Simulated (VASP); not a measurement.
# Mg in VASP: single point with PBEsol

Aim: the single point of Mg with PBEsol.

Everything below comes from runs of VASP 6.6.1. Logs are shortened: lines on timing, memory, paths and dates and some standing lists are left out, and cuts for length are marked.

## (1) The cell of the first run

The cell holds a molecule in a box, 1 atom: a = 15.000 Å, b = 15.500 Å, c = 16.000 Å, α = 90.00°, β = 90.00°, γ = 90.00°.

## (2) Single point, PBEsol

File INCAR:

```
SYSTEM = Mg
PREC     = Accurate       ! precision mode
ENCUT    = 520            ! plane-wave cutoff, eV
EDIFF    = 1E-6           ! SCF threshold, eV
ISMEAR   = 0              ! smearing method
SIGMA    = 0.005          ! smearing width, eV
LREAL    = .False.        ! projectors in reciprocal space
LASPH    = .True.         ! aspherical terms in the spheres
NELM     = 80             ! most SCF steps
ALGO     = Normal         ! electronic algorithm
ISIF     = 2              ! what is computed and relaxed
LWAVE    = .False.        ! write WAVECAR
LCHARG   = .False.        ! write CHGCAR
GGA      = PS             ! functional
ISYM     = 0            
NBANDS   = 7              ! bands
```

File KPOINTS:

```
regular mesh
0
Gamma
  1 1 1
  0 0 0
```

File POSCAR:

```
Mg
1.0
   15.0000000000      0.0000000000      0.0000000000
    0.0000000000     15.5000000000      0.0000000000
    0.0000000000      0.0000000000     16.0000000000
Mg
1
Direct
    0.5000000000      0.5000000000      0.5000000000
```

Potentials or basis: VASP PAW PBE potentials, release 64 (Mg).

Run with:

```console
$ cat potpaw_PBE.64/Mg/POTCAR > POTCAR
$ mpirun -np 1 vasp_gam > vasp.out
```

OUTCAR:

```text
SYSTEM = Mg
   PREC = Accurate
   ENCUT = 520
   EDIFF = 1E-6
   ISMEAR = 0
   LREAL = .False.
   LASPH = .True.
   NELM = 80
   ISIF = 2
   GGA = PS
   ISYM = 0

 ion  position               nearest neighbor table
   1  0.500  0.500  0.500-

IMPORTANT INFORMATION: All symmetrisations will be switched off!
NOSYMM: (Re-)initialisation of all symmetry stuff for point group C_1.

----------------------------------------------------------------------------------------

                                     Primitive cell

  volume of cell :    3720.0000

  direct lattice vectors                    reciprocal lattice vectors
    15.000000000  0.000000000  0.000000000     0.066666667  0.000000000  0.000000000
     0.000000000 15.500000000  0.000000000     0.000000000  0.064516129  0.000000000
     0.000000000  0.000000000 16.000000000     0.000000000  0.000000000  0.062500000

  length of vectors
    15.000000000 15.500000000 16.000000000     0.066666667  0.064516129  0.062500000

  position of ions in fractional coordinates (direct lattice)
     0.500000000  0.500000000  0.500000000

  ion indices of the primitive-cell ions
   primitive index   ion index
                 1           1

----------------------------------------------------------------------------------------

 KPOINTS: regular mesh

Automatic generation of k-mesh.
 Grid dimensions read from file:
 generate k-points for:    1    1    1

 Generating k-lattice:

  Cartesian coordinates                     Fractional coordinates (reciprocal lattice)
     0.066666667  0.000000000  0.000000000     1.000000000  0.000000000  0.000000000
     0.000000000  0.064516129  0.000000000     0.000000000  1.000000000  0.000000000
     0.000000000  0.000000000  0.062500000     0.000000000  0.000000000  1.000000000

  Length of vectors
     0.066666667  0.064516129  0.062500000

  Shift w.r.t. Gamma in fractional coordinates (k-lattice)
     0.000000000  0.000000000  0.000000000

 Subroutine IBZKPT returns following result:
 ===========================================

 Found      1 irreducible k-points:

 Following reciprocal coordinates:
            Coordinates               Weight
  0.000000  0.000000  0.000000      1.000000
   k-points           NKPTS =      1   k-points in BZ     NKDIM =      1   number of bands    NBANDS=      7
   number of dos      NEDOS =    301   number of ions     NIONS =      1
   total plane-waves  NPLWV = ******
   dimension x,y,z NGX =   112 NGY =  120 NGZ =  120
   dimension x,y,z NGXF=   224 NGYF=  240 NGZF=  240
   ions per type =               1
   NGX,Y,Z   is equivalent  to a cutoff of  12.41, 12.87, 12.47 a.u.
   NGXF,Y,Z  is equivalent  to a cutoff of  24.83, 25.74, 24.94 a.u.
 SYSTEM =  Mg
   PREC   = accura    normal or accurate (medium, high low for compatibility)
   ISTART =      0    job   : 0-new  1-cont  2-samecut
   ICHARG =      2    charge: 1-file 2-atom 10-const
   ISPIN  =      1    spin polarized calculation?
   LNONCOLLINEAR =      F non collinear calculations
   LSORBIT =      F    spin-orbit coupling
   LASPH  =      T    aspherical Exc in radial PAW
   ENCUT  =  520.0 eV  38.22 Ry    6.18 a.u.  27.89 28.82 29.75*2*pi/ulx,y,z
   NELM   =     80;   NELMIN=  2; NELMDL= -5     # of ELM steps
   EDIFF  = 0.1E-05   stopping-criterion for ELM
   LREAL  =      F    real-space projection
   EDIFFG = 0.1E-04   stopping-criterion for IOM
   NSW    =      0    number of steps for IOM
   IBRION =     -1    ionic relax: 0-MD 1-quasi-New 2-CG
   NFREE  =      0    steps in history (QN), initial steepest desc. (CG)
   ISIF   =      2    stress and relaxation
   ISYM   =      0    0-nonsym 1-usesym 2-fastsym
   POTIM  = 0.5000    time-step for ionic-motion
   TEBEG  =    0.0;   TEEND  =   0.0 temperature during run
   PSTRESS=    0.0 pullay stress
   NELECT =       2.0000    total number of electrons
   NUPDOWN=      -1.0000    fix difference up-down
   EMIN   =  10.00;   EMAX   =-10.00  energy-range for DOS
   EFERMI =   0.00;   METHOD = LEGACY
   ISMEAR =     0;   SIGMA  =   0.01  broadening in eV -4-tet -1-fermi 0-gaus
   EFERMI_NEDOS =   21; number of points for ismear=-14 and -15
   IALGO  =     38    algorithm
   IMIX   =      4    mixing-type and parameters
     AMIX     =   0.40;   BMIX     =  1.00
     AMIX_MAG =   1.60;   BMIX_MAG =  1.00
  volume/ion in A,a.u.               =    3720.00     25103.80
  Fermi-wavevector in a.u.,A,eV,Ry     =   0.133118  0.251557  0.241101  0.017720
  Thomas-Fermi vector in A             =   0.777987
   LORBIT       =      0    0 simple, 1 ext, 2 COOP (PROOUT), +10 PAW based schemes
   GGA     = PS    functional components
   LHFCALC =     F    Hartree Fock is set to
   AEXX    =    0.0000 exact exchange contribution
   IVDW    =     0    specifies the selected vdW correction
   LEPSILON=     F    determine dielectric tensor
   LRPA    =     F    only Hartree local field effects (RPA)
 non-spin polarized calculation
 Gauss-broadening in eV      SIGMA  =   0.01
  energy-cutoff  :      520.00
  volume of cell :     3720.00
 maximum number of plane-waves:     50071
 NGX is ok and might be reduce to   112
   NGX = 55   NGY = 57   NGZ = 59

 number of electron       2.0000000 magnetization

 Free energy of the ion-electron system (eV)
  ---------------------------------------------------
  ext. energy  EPLUGINS =         0.00000000
  ---------------------------------------------------
  free energy    TOTEN  =        -0.00159065 eV

  energy without entropy =       -0.00159065  energy(sigma->0) =       -0.00159065

 E-fermi :  -4.5991     XC(G=0):  -0.3152

 val. band max:       -4.6294435966   @ k =   0.0000   0.0000   0.0000
 cond. band min:      -1.2561254531   @ k =   0.0000   0.0000   0.0000
 fundamental gap:      3.3733181435
 Fermi energy:        -4.5990665414

 k-point     1 :       0.0000    0.0000    0.0000
  band No.  band energies     occupation
      1      -4.6294      2.00000
      2      -1.2561      0.00000
      3      -1.2557      0.00000
      4      -1.2550      0.00000
      5      -0.1182      0.00000
      6       0.4741      0.00000
      7       0.5047      0.00000

------------------------ aborting loop because EDIFF is reached ----------------------------------------

  FORCE on cell =-STRESS in cart. coord.  units (eV):
  Direction    XX          YY          ZZ          XY          YZ          ZX
  --------------------------------------------------------------------------------------
  -------------------------------------------------------------------------------------
  Total       -0.0013116     -0.0012851     -0.0012596     -0.0000017      0.0000003      0.0000008
  in kB       -0.0005649     -0.0005535     -0.0005425     -0.0000008      0.0000001      0.0000004
  external PRESSURE =      -0.0005536 kB  Pullay stress =       0.0000000 kB

 VOLUME and BASIS-vectors are now :
 -----------------------------------------------------------------------------
  energy-cutoff  :      520.00
  volume of cell :     3720.00
      direct lattice vectors                 reciprocal lattice vectors
    15.000000000  0.000000000  0.000000000     0.066666667  0.000000000  0.000000000
     0.000000000 15.500000000  0.000000000     0.000000000  0.064516129  0.000000000
     0.000000000  0.000000000 16.000000000     0.000000000  0.000000000  0.062500000

 POSITION                                       TOTAL-FORCE (eV/Angst)
 -----------------------------------------------------------------------------------
      7.50000      7.75000      8.00000         0.000001      0.000001     -0.000000
 -----------------------------------------------------------------------------------
    total drift:                                0.000001      0.000001     -0.000000

  FREE ENERGIE OF THE ION-ELECTRON SYSTEM (eV)
  ---------------------------------------------------
  free  energy   TOTEN  =        -0.0015906537 eV

  energy  without entropy=       -0.0015906537  energy(sigma->0) =       -0.00159065
```

Wall time 72 s (1 thread of Intel Xeon Platinum 8488C (Sapphire Rapids), shared host); peak memory 2 GiB.

Results:

```yaml
Free_energy: -0.0016 eV
Gap_between_the_frontier_levels: 3.37 eV
```

Caveat: the PAW data sets were made with another functional, which shifts forces and pressure a little.
